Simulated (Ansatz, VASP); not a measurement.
Bi: VASP beside Ansatz

```
CELL_PARAMETERS angstrom
-1.78019 1.78019 2.06716
1.78019 -1.78019 2.06716
1.78019 1.78019 -2.06716
ATOMIC_POSITIONS crystal
Bi 0.00000 0.00000 0.00000
```

Alike in both runs: task single point; functional PBEsol; dispersion D3(BJ); k mesh 18 × 18 × 18; occupations gaussian, width 0.15 eV; no spin polarisation.

|  | VASP | Ansatz |
| --- | --- | --- |
| version | VASP 6.6.1 | Ansatz 0.2.0 |
| potentials or method | VASP PAW PBE potentials, release 64 (Bi_d), cutoff 520 eV | scalar-relativistic, plane waves, PAW |
| valence electrons in the cell | 15 | 15 |

|  | VASP | Ansatz | Ansatz less VASP |
| --- | --- | --- | --- |
| gap on the k mesh at the Fermi level (eV) | none | none | - |
| pressure (GPa) | 7.4 | 7.4 | +0.03 |
| traceless stress, the component that is largest in VASP (GPa) | -1.72 | -1.72 | -0.002 |

VASP's potentials were made for PBE, not for PBEsol. A gap of «none» marks a metal or a gap that the smearing closes.

Spin-orbit coupling is off throughout.
